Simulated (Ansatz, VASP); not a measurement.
# One calculation of TiN, two programs

```
Ti N
1.0
     0.00000    2.11900    2.11900
     2.11900    0.00000    2.11900
     2.11900    2.11900    0.00000
Ti N
1 1
Direct
  0.00000 0.00000 0.00000
  0.50000 0.50000 0.50000
```

Alike in both runs: task single point; functional PBEsol; k mesh 4 × 4 × 4; occupations fermi-dirac, width 0.1 eV; no spin polarisation.

|  | VASP | Ansatz |
| --- | --- | --- |
| version | VASP 6.6.1 | Ansatz 0.2.0 |
| potentials or method | VASP PAW PBE potentials, release 64 (Ti_sv, N) | plane waves, PAW |
| plane-wave cutoff (eV) | 600 | 420 |
| valence electrons in the cell | 17 | 17 |

VASP gave:

| Property | Result |
| --- | --- |
| gap on the k mesh at the Fermi level (eV) | none |
| pressure (GPa) | -5.9 |

**Question.** What did Ansatz give for the same quantities?

**Answer.** gap on the k mesh at the Fermi level (eV): none; pressure (GPa): -6.2.

VASP's potentials were made for PBE, not for PBEsol. A gap of «none» marks a metal or a gap that the smearing closes. With one functional, cell and mesh, what is left measures potentials, basis and numerics.

The k mesh is coarse, so the values compare programs but aren't converged.
